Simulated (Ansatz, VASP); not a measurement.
## Tc: VASP beside Ansatz

```
CELL_PARAMETERS angstrom
0.00000 1.95000 1.95000
1.95000 0.00000 1.95000
1.95000 1.95000 0.00000
ATOMIC_POSITIONS crystal
Tc 0.00000 0.00000 0.00000
```

Alike in both runs: task single point; functional PBE; k mesh 9 × 9 × 9; occupations fermi-dirac, width 0.05 eV; non-collinear spin, spin-orbit coupling; Hubbard terms Tc d U = 8.0 eV.

```csv
,VASP,Ansatz
version,VASP 6.6.1,Ansatz 0.2.0
potentials or method,"VASP PAW PBE potentials, release 64 (Tc_pv), cutoff 520 eV","all-electron LAPW, relativistic spinors"
```

```csv
,VASP,Ansatz,Ansatz less VASP
pressure (GPa),10.8,50.4,+39.59
```

The programs project onto different local orbitals, so the same U acts differently, and such runs can settle in different states. Ansatz ran all-electron here, and VASP with PAW potentials.

Noted on Ansatz's run: U is the effective U less J, on atomic orbitals that reach past the spheres; the k mesh is thin for a metal, which can move the energy by tens of meV per atom.
